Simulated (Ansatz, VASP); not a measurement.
**Two plane-wave programs on BN**

Contents of INCAR:

```
SYSTEM = BN
PREC = Accurate ; ENCUT = 600
EDIFF = 1E-7 ; ISMEAR = 0
SIGMA = 0.02 ; LREAL = .FALSE.
LASPH = .TRUE. ; NELM = 120
ALGO = Normal ; ISIF = 3
LWAVE = .FALSE. ; LCHARG = .FALSE.
GGA = CA ; IBRION = 2
NSW = 100 ; EDIFFG = -0.002
GGA_COMPAT = .FALSE. ; NELMIN = 4
```

File KPOINTS:

```
regular mesh
0
G
  12 12 12
  0 0 0
```

The input POSCAR:

```
BN
1.0
    0.0000000000      1.7900533639      1.7900533639
    1.7900533639      0.0000000000      1.7900533639
    1.7900533639      1.7900533639      0.0000000000
B N
1 1
Direct
    0.0000000000      0.0000000000      0.0000000000
    0.2500000000      0.2500000000      0.2500000000
```

Input for Ansatz:

```yaml
crystal:
  lattice:
    - [0.0, 1.7900533639, 1.7900533639]
    - [1.7900533639, 0.0, 1.7900533639]
    - [1.7900533639, 1.7900533639, 0.0]
  atoms:
    - { symbol: B, position: [0.0, 0.0, 0.0] }
    - { symbol: "N", position: [0.25, 0.25, 0.25] }
basis:
  ecutwfc: 420
kpoints:
  mp_grid: { grid: [12, 12, 12] }
hamiltonian:
  xc: lda
  pseudopotentials: { kind: paw, azcp: { folder: soft_1 } }
scf:
  occupations: { method: gaussian, width: 0.02 }
output:
  forces: true
  stress: true
  eigenvalues: true
relax:
  adjacent_minimum: "off"
  f_tol: 0.002
  max_steps: 80
  cell: { stress_tol: 0.02 }
```

Alike in both runs: task relaxation of cell and atoms; functional LDA; k mesh 12 × 12 × 12; occupations gaussian, width 0.02 eV; no spin polarisation.

```csv
,VASP,Ansatz
version,VASP 6.6.1,Ansatz 0.2.0
potentials or method,"VASP PAW LDA potentials, release 64 (B, N), cutoff 600 eV","scalar-relativistic, plane waves, PAW"
valence electrons in the cell,8,8
```

```csv
,VASP,Ansatz,Ansatz less VASP
"gap on the k mesh at the Fermi level, each at its own relaxed structure (eV)",4.38,4.39,+0.014
relaxed volume (Å³/atom),5.75,5.73,-0.014
relaxed cell length with the largest relative difference (Å),2.533,2.531,-0.0020
```

Ansatz warns that its potentials were made for another functional, while VASP's fit it. LDA's correlation is that of Perdew and Zunger in VASP and of Perdew and Wang (1992) in Ansatz.
